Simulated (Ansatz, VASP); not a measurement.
One calculation of LiF, two programs

The input INCAR:

```
ALGO     = Normal         # electronic algorithm
EDIFF    = 1E-6           # SCF threshold, eV
ENCUT    = 520            # plane-wave cutoff, eV
GGA      = PE             # functional
ISIF     = 2              # what is computed and relaxed
ISMEAR   = 0              # smearing method
LASPH    = T              # aspherical terms in the spheres
LCHARG   = T              # write CHGCAR
LELF     = T              # ELF
LREAL    = F              # projectors in reciprocal space
LVHAR    = T            
LWAVE    = F              # write WAVECAR
NBANDS   = 18             # bands
NELM     = 60             # most SCF steps
PREC     = Accurate       # precision mode
SIGMA    = 0.05           # smearing width, eV
```

File KPOINTS:

```
k-points
0
Gamma
  9 9 6
```

POSCAR

```
LiF
1.0
    3.0729828296      0.0000000000      0.0000000000
   -1.5364914148      2.6612811958      0.0000000000
    0.0000000000      0.0000000000      5.2750823253
Li F
2 2
Direct
    0.3333333333      0.6666666667      0.3810713234
    0.6666666667      0.3333333333      0.8810713234
    0.3333333333      0.6666666667      0.9939266766
    0.6666666667      0.3333333333      0.4939266766
```

Input for Ansatz:

```yaml
crystal:
  lattice:
    - [3.0729828296, 0.0, 0.0]
    - [-1.5364914148, 2.6612811958, 0.0]
    - [0.0, 0.0, 5.2750823253]
  atoms:
    - { symbol: Li, position: [0.3333333333, 0.6666666667, 0.3810713234] }
    - { symbol: Li, position: [0.6666666667, 0.3333333333, 0.8810713234] }
    - { symbol: F, position: [0.3333333333, 0.6666666667, 0.9939266766] }
    - { symbol: F, position: [0.6666666667, 0.3333333333, 0.4939266766] }
basis:
  ecutwfc: 520.0
kpoints:
  mp_grid: { grid: [9, 9, 6] }
hamiltonian:
  xc: pbe
scf:
  occupations: { method: gaussian, width: 0.05 }
output:
  forces: true
  stress: true
  eigenvalues: true
  write_density: true
  write_potential: true
  elf: true
  volumetric_format: npy
```

Alike in both runs: task single point; functional PBE; k mesh 9 × 9 × 6; occupations gaussian, width 0.05 eV; no spin polarisation.

```csv
,VASP,Ansatz
version,VASP 6.6.1,Ansatz 0.2.0
potentials or method,"VASP PAW PBE potentials, release 64 (Li_sv, F), cutoff 520 eV","scalar-relativistic, plane waves, PAW"
valence electrons in the cell,20,20
```

```tsv
	VASP	Ansatz	Ansatz less VASP
gap on the k mesh at the Fermi level (eV)	7.46	7.47	+0.010
least direct gap on the mesh (eV)	7.46	7.47	+0.010
rms of the force components (eV/Å)	0.093	0.087	-0.0065
```

Atom by atom the forces differ by 0.007 eV/Å (rms over components). With one functional, cell and mesh, what is left measures potentials, basis and numerics.

Noted on VASP's run: the cutoff is short for stress, so the pressure is rough.
